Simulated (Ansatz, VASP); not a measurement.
# CdGeAs2 in VASP and in Ansatz

```
Cd Ge As
1.0
    -2.93657    2.93657    5.61586
     2.93657   -2.93657    5.61586
     2.93657    2.93657   -5.61586
Cd Ge As
2 2 4
Direct
  0.25000 0.75000 0.50000
  0.50000 0.50000 0.00000
  0.00000 0.00000 0.00000
  0.75000 0.25000 0.50000
  0.87500 0.35100 0.97600
  0.64900 0.62500 0.52400
  0.37500 0.89900 0.02400
  0.10100 0.12500 0.47600
```

Alike in both runs: functional LDA; k mesh 8 × 8 × 8; occupations gaussian, width 0.01 eV; no spin polarisation.

Ansatz relaxed the structure, and its values are those at the end. VASP's run is a single point on that final structure, the one shown.

|  | VASP | Ansatz |
| --- | --- | --- |
| version | VASP 6.6.1 | Ansatz 0.2.0 |
| potentials or method | VASP PAW LDA potentials, release 64 (Cd, Ge_d, As), cutoff 520 eV | scalar-relativistic, plane waves, PAW |
| valence electrons in the cell | 72 | 128 |

VASP gave:

- gap on the k mesh at the Fermi level (eV): 0.14
- least direct gap on the mesh (eV): 0.20
- pressure (GPa): 0.4
- rms of the force components (eV/Å): 0.006

Estimate Ansatz's values.

gap on the k mesh at the Fermi level (eV): 0.14; least direct gap on the mesh (eV): 0.20; pressure (GPa): 0.0; rms of the force components (eV/Å): 0.001.

LDA's correlation is that of Perdew and Zunger in VASP and of Perdew and Wang (1992) in Ansatz. VASP's potentials hold 72 valence electrons a cell and Ansatz's 128, so a difference there can come from the potentials and not from the codes.
